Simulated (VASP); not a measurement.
# Al2Te3H (P6/mmm) in VASP: further runs

Runs on Al2Te3H. Level: PBE. Tasks: single point, relaxation of cell and atoms.

Program: VASP 6.6.1. These are calculated values, not measurements. Logs are shortened: lines on timing, memory, paths and dates and some standing lists are left out, and cuts for length are marked.

### 1 The cell of the first run

It takes space group P6/mmm (No. 191, hexagonal). Conventional cell: a = 6.457 Å, b = 6.457 Å, c = 3.786 Å, α = 90.00°, β = 90.00°, γ = 120.00°. Within 3.5 Å of Al (site symmetry -6m2) lie 6 Te at 2.66 Å. Te (site symmetry mmm) has 4 Al at 2.66 Å and 4 Te at 3.23 Å within 3.5 Å. Within 4.9 Å of H (site symmetry 6/mmm) lie 6 Al at 3.73 Å and 12 Te at 3.74 Å and 2 H at 3.79 Å.

The cell was generated, and may not be a known phase.

### 2 Single point, PBE

INCAR reads:

```
  PREC = Accurate
  ENCUT = 520
  EDIFF = 1E-7
  ISMEAR = 0
  SIGMA = 0.1
  LREAL = F
  LASPH = T
  NELM = 60
  ALGO = Normal
  ISIF = 2
  LWAVE = F
  LCHARG = T
  GGA = PE
  LELF = T
  LVHAR = T
  NBANDS = 22
```

KPOINTS reads:

```
Automatic mesh
0
Gamma
  3 3 4
```

POSCAR reads:

```
Al2Te3H
1.0
    6.4574847200      0.0000000000      0.0000000000
   -3.2287423600      5.5923458100      0.0000000000
    0.0000000000      0.0000000000      3.7857124800
Al Te H
2 3 1
Direct
    0.6666666700      0.3333333300      0.5000000000
    0.3333333300      0.6666666700      0.5000000000
    0.0000000000      0.5000000000      0.0000000000
    0.5000000000      0.5000000000      0.0000000000
    0.5000000000      0.0000000000      0.0000000000
    0.0000000000      0.0000000000      0.5000000000
```

Potentials or basis: VASP PAW PBE potentials, release 64 (Al, Te, H).

The run is started by

```sh
$ cat potpaw_PBE.64/Al/POTCAR potpaw_PBE.64/Te/POTCAR potpaw_PBE.64/H/POTCAR > POTCAR
$ mpirun -np 1 vasp_std > vasp.out
```

OUTCAR:

```text
PREC = Accurate
   ENCUT = 520
   EDIFF = 1E-7
   ISMEAR = 0
   LREAL = F
   LASPH = T
   NELM = 60
   ISIF = 2
   GGA = PE

 ion  position               nearest neighbor table
   1  0.667  0.333  0.500-   5 2.66   5 2.66   3 2.66   3 2.66   4 2.66   4 2.66
   2  0.333  0.667  0.500-   5 2.66   5 2.66   3 2.66   3 2.66   4 2.66   4 2.66
   3  0.000  0.500  0.000-   1 2.66   2 2.66   1 2.66   2 2.66   5 3.23   5 3.23   4 3.23   4 3.23

   4  0.500  0.500  0.000-   1 2.66   2 2.66   1 2.66   2 2.66   5 3.23   5 3.23   3 3.23   3 3.23

   5  0.500  0.000  0.000-   1 2.66   2 2.66   1 2.66   2 2.66   3 3.23   4 3.23   4 3.23   3 3.23

   6  0.000  0.000  0.500-

  LATTYP: Found a hexagonal cell.
 ALAT       =     6.4574847200
 C/A-ratio  =     0.5862518680

  Lattice vectors:

 A1 = (   6.4574847200,   0.0000000000,   0.0000000000)
 A2 = (  -3.2287423600,   5.5923458100,   0.0000000000)
 A3 = (   0.0000000000,   0.0000000000,   3.7857124800)

Analysis of symmetry for initial positions (statically):
=====================================================================
 Subroutine PRICEL returns:
 Original cell was already a primitive cell.

 Routine SETGRP: Setting up the symmetry group for a
 hexagonal supercell.

 Subroutine GETGRP returns: Found 24 space group operations
 (whereof 24 operations were pure point group operations)
 out of a pool of 24 trial point group operations.

The static configuration has the point symmetry D_6h.

Analysis of symmetry for dynamics (positions and initial velocities):
=====================================================================
 Subroutine PRICEL returns:
 Original cell was already a primitive cell.

 Routine SETGRP: Setting up the symmetry group for a
 hexagonal supercell.

 Subroutine GETGRP returns: Found 24 space group operations
 (whereof 24 operations were pure point group operations)
 out of a pool of 24 trial point group operations.

The dynamic configuration has the point symmetry D_6h.

 Subroutine INISYM returns: Found 24 space group operations
 (whereof 24 operations are pure point group operations),
 and found     1 'primitive' translations

----------------------------------------------------------------------------------------

                                     Primitive cell

  volume of cell :     136.7115

  direct lattice vectors                    reciprocal lattice vectors
     6.457484720  0.000000000  0.000000000     0.154859058  0.089407919  0.000000000
    -3.228742360  5.592345810  0.000000000     0.000000000  0.178815838  0.000000000
     0.000000000  0.000000000  3.785712480     0.000000000  0.000000000  0.264151069

  length of vectors
     6.457484720  6.457484718  3.785712480     0.178815838  0.178815838  0.264151069

  position of ions in fractional coordinates (direct lattice)
     0.666666670  0.333333330  0.500000000
     0.333333330  0.666666670  0.500000000
     0.000000000  0.500000000  0.000000000
     0.500000000  0.500000000  0.000000000
     0.500000000  0.000000000  0.000000000
     0.000000000  0.000000000  0.500000000

  ion indices of the primitive-cell ions
   primitive index   ion index
                 1           1
                 2           2
                 3           3
                 4           4
                 5           5
                 6           6

----------------------------------------------------------------------------------------

 KPOINTS: Automatic mesh

Automatic generation of k-mesh.
 Grid dimensions read from file:
 generate k-points for:    3    3    4

 Generating k-lattice:

  Cartesian coordinates                     Fractional coordinates (reciprocal lattice)
     0.051619686  0.029802640  0.000000000     0.333333333 -0.000000000  0.000000000
     0.000000000  0.059605279  0.000000000     0.000000000  0.333333333  0.000000000
     0.000000000  0.000000000  0.066037767     0.000000000  0.000000000  0.250000000

  Length of vectors
     0.059605279  0.059605279  0.066037767

  Shift w.r.t. Gamma in fractional coordinates (k-lattice)
     0.000000000  0.000000000  0.000000000

 Subroutine IBZKPT returns following result:
 ===========================================

 Found      9 irreducible k-points:

 Following reciprocal coordinates:
            Coordinates               Weight
  0.000000  0.000000  0.000000      1.000000
  0.333333 -0.000000  0.000000      6.000000
  0.333333  0.333333  0.000000      2.000000
  0.000000  0.000000  0.250000      2.000000
  0.333333 -0.000000  0.250000     12.000000
  0.333333  0.333333  0.250000      4.000000
  0.000000  0.000000  0.500000      1.000000
  0.333333 -0.000000  0.500000      6.000000
  0.333333  0.333333  0.500000      2.000000
   k-points           NKPTS =      9   k-points in BZ     NKDIM =      9   number of bands    NBANDS=     22
   number of dos      NEDOS =    301   number of ions     NIONS =      6
   total plane-waves  NPLWV =  64512
   dimension x,y,z NGX =    48 NGY =   48 NGZ =   28
   dimension x,y,z NGXF=    96 NGYF=   96 NGZF=   56
   ions per type =               2   3   1
   NGX,Y,Z   is equivalent  to a cutoff of  12.36, 12.36, 12.30 a.u.
   NGXF,Y,Z  is equivalent  to a cutoff of  24.71, 24.71, 24.59 a.u.
 SYSTEM =  unknown system
   PREC   = accura    normal or accurate (medium, high low for compatibility)
   ISTART =      0    job   : 0-new  1-cont  2-samecut
   ICHARG =      2    charge: 1-file 2-atom 10-const
   ISPIN  =      1    spin polarized calculation?
   LNONCOLLINEAR =      F non collinear calculations
   LSORBIT =      F    spin-orbit coupling
   LASPH  =      T    aspherical Exc in radial PAW
   ENCUT  =  520.0 eV  38.22 Ry    6.18 a.u.  12.01 12.01  7.04*2*pi/ulx,y,z
   NELM   =     60;   NELMIN=  2; NELMDL= -5     # of ELM steps
   EDIFF  = 0.1E-06   stopping-criterion for ELM
   LREAL  =      F    real-space projection
   EDIFFG = 0.1E-05   stopping-criterion for IOM
   NSW    =      0    number of steps for IOM
   IBRION =     -1    ionic relax: 0-MD 1-quasi-New 2-CG
   NFREE  =      0    steps in history (QN), initial steepest desc. (CG)
   ISIF   =      2    stress and relaxation
   ISYM   =      2    0-nonsym 1-usesym 2-fastsym
   POTIM  = 0.5000    time-step for ionic-motion
   TEBEG  =    0.0;   TEEND  =   0.0 temperature during run
   PSTRESS=    0.0 pullay stress
   NELECT =      25.0000    total number of electrons
   NUPDOWN=      -1.0000    fix difference up-down
   EMIN   =  10.00;   EMAX   =-10.00  energy-range for DOS
   EFERMI =   0.00;   METHOD = LEGACY
   ISMEAR =     0;   SIGMA  =   0.10  broadening in eV -4-tet -1-fermi 0-gaus
   EFERMI_NEDOS =   21; number of points for ismear=-14 and -15
   IALGO  =     38    algorithm
   IMIX   =      4    mixing-type and parameters
     AMIX     =   0.40;   BMIX     =  1.00
     AMIX_MAG =   1.60;   BMIX_MAG =  1.00
  volume/ion in A,a.u.               =      22.79       153.76
  Fermi-wavevector in a.u.,A,eV,Ry     =   0.929223  1.755976 11.748017  0.863455
  Thomas-Fermi vector in A             =   2.055483
   LORBIT       =      0    0 simple, 1 ext, 2 COOP (PROOUT), +10 PAW based schemes
   GGA     = PE    functional components
   LHFCALC =     F    Hartree Fock is set to
   AEXX    =    0.0000 exact exchange contribution
   IVDW    =     0    specifies the selected vdW correction
   LEPSILON=     F    determine dielectric tensor
   LRPA    =     F    only Hartree local field effects (RPA)
 non-spin polarized calculation
 Gauss-broadening in eV      SIGMA  =   0.10
  energy-cutoff  :      520.00
  volume of cell :      136.71
 maximum number of plane-waves:      3698
   NGX = 25   NGY = 25   NGZ = 15

 number of electron      24.9999999 magnetization

 Free energy of the ion-electron system (eV)
  ---------------------------------------------------
  ext. energy  EPLUGINS =         0.00000000
  ---------------------------------------------------
  free energy    TOTEN  =       -15.87160552 eV

  energy without entropy =      -15.84303252  energy(sigma->0) =      -15.85731902

 E-fermi :   6.1424     XC(G=0):  -9.2273

 val. band max:        6.1148701999   @ k =   0.3333  -0.0000   0.2500
 cond. band min:       6.1784400443   @ k =   0.3333  -0.0000   0.0000
 fundamental gap:      0.0635698444
 Fermi energy:         6.1424044146

 k-point     1 :       0.0000    0.0000    0.0000
  band No.  band energies     occupation
      1      -8.2547      2.00000
      2      -5.2782      2.00000
      3      -5.2782      2.00000
      4      -2.9703      2.00000
      5       1.2070      2.00000
      6       1.2070      2.00000
[... 14 lines left out ...]
     21      11.3554      0.00000
     22      12.3806      0.00000

 k-point     2 :       0.3333   -0.0000    0.0000
  band No.  band energies     occupation
      1      -7.8859      2.00000
      2      -6.4379      2.00000
      3      -5.3343      2.00000
      4      -1.4105      2.00000
      5       1.2090      2.00000
      6       2.1336      2.00000
[... 14 lines left out ...]
     21      12.2096      0.00000
     22      13.1271      0.00000

 k-point     3 :       0.3333    0.3333    0.0000
  band No.  band energies     occupation
      1      -7.2775      2.00000
      2      -7.2775      2.00000
      3      -5.4012      2.00000
      4       0.2009      2.00000
      5       0.2009      2.00000
      6       2.3026      2.00000
[... 14 lines left out ...]
     21      12.1044      0.00000
     22      12.1044      0.00000
[... 101 lines left out ...]
 k-point     8 :       0.3333   -0.0000    0.5000
  band No.  band energies     occupation
      1      -6.8436      2.00000
      2      -5.4352      2.00000
      3      -4.4270      2.00000
      4      -2.0510      2.00000
      5      -0.5306      2.00000
      6      -0.1618      2.00000
[... 14 lines left out ...]
     21      13.0195      0.00000
     22      13.9734      0.00000

 k-point     9 :       0.3333    0.3333    0.5000
  band No.  band energies     occupation
      1      -6.2479      2.00000
      2      -6.2479      2.00000
      3      -4.4900      2.00000
      4      -1.4170      2.00000
      5      -1.4170      2.00000
      6       0.7749      2.00000
[... 14 lines left out ...]
     21      12.5641      0.00000
     22      13.1426      0.00000

------------------------ aborting loop because EDIFF is reached ----------------------------------------

  FORCE on cell =-STRESS in cart. coord.  units (eV):
  Direction    XX          YY          ZZ          XY          YZ          ZX
  --------------------------------------------------------------------------------------
  -------------------------------------------------------------------------------------
  Total       12.3900392     12.3900392     13.9033967      0.0000000      0.0000000      0.0000000
  in kB      145.2038829    145.2038828    162.9395318      0.0000000      0.0000000      0.0000000
  external PRESSURE =     151.1157659 kB  Pullay stress =       0.0000000 kB

 VOLUME and BASIS-vectors are now :
 -----------------------------------------------------------------------------
  energy-cutoff  :      520.00
  volume of cell :      136.71
      direct lattice vectors                 reciprocal lattice vectors
     6.457484720  0.000000000  0.000000000     0.154859058  0.089407919  0.000000000
    -3.228742360  5.592345810  0.000000000     0.000000000  0.178815838  0.000000000
     0.000000000  0.000000000  3.785712480     0.000000000  0.000000000  0.264151069

 POSITION                                       TOTAL-FORCE (eV/Angst)
 -----------------------------------------------------------------------------------
      3.22874      1.86412      1.89286        -0.000000      0.000000      0.000000
     -0.00000      3.72823      1.89286         0.000000      0.000000      0.000000
     -1.61437      2.79617      0.00000         0.000000      0.000000      0.000000
      1.61437      2.79617      0.00000         0.000000      0.000000      0.000000
      3.22874      0.00000      0.00000         0.000000      0.000000      0.000000
      0.00000      0.00000      1.89286         0.000000      0.000000      0.000000
 -----------------------------------------------------------------------------------
    total drift:                               -0.000000      0.000000      0.000000

  FREE ENERGIE OF THE ION-ELECTRON SYSTEM (eV)
  ---------------------------------------------------
  free  energy   TOTEN  =       -15.8716055226 eV

  energy  without entropy=      -15.8430325187  energy(sigma->0) =      -15.85731902
```

Run time: 14 s. Hardware: 1 thread of Intel Xeon 6975P-C (Granite Rapids), shared host; peak memory 0.25 GiB.

What came out:

```yaml
Free_energy: -15.8716 eV
Pressure: 15.1 GPa
Band_gap_on_the_k_mesh: zero (an odd number of electrons rules out a gap without spin polarisation)
```

Caveat: the k points lie up to 0.41 Å⁻¹ apart, too coarse for converged energies and pressures of a metal; spin-orbit coupling is left out, which moves the levels of the heavy elements; an odd number of electrons without spin polarisation forces a metal; a magnetic or distorted state may lie lower.

[end of part 1 of 2]

The gap in the log of VASP goes by the Fermi energy; the results here count the filled bands.